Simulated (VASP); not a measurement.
Input of a VASP 6.6.1 run:

File INCAR:

```
PREC = Accurate
ENCUT = 500
EDIFF = 1E-6
ISMEAR = 1
SIGMA = 0.011
LREAL = False
LASPH = True
NELM = 120
ALGO = Normal
ISIF = 2
LWAVE = False
LCHARG = True
GGA = PE
IVDW = 12
LELF = True
LVHAR = True
NBANDS = 16
GGA_COMPAT = False
```

The input KPOINTS:

```
Automatic mesh
0
Gamma
  4 4 4
```

POSCAR

```
GaAs
1.0
    0.0000000000      2.8750910496      2.8750910496
    2.8750910496      0.0000000000      2.8750910496
    2.8750910496      2.8750910496      0.0000000000
Ga As
1 1
Direct
    0.0000000000      0.0000000000      0.0000000000
    0.2500000000      0.2500000000      0.2500000000
```

Potentials or basis: VASP PAW PBE potentials, release 64 (Ga_d, As).

Run with:

```console
$ cat potpaw_PBE.64/Ga_d/POTCAR potpaw_PBE.64/As/POTCAR > POTCAR
$ mpirun -np 1 vasp_std > vasp.out
```

**Question.** Predict the dispersion energy per atom.

**Answer.** -0.307 eV.

**Question.** Predict the band gap on the k mesh.

**Answer.** 0.13 eV, direct.

Caveat: the k points lie up to 0.47 Å⁻¹ apart.
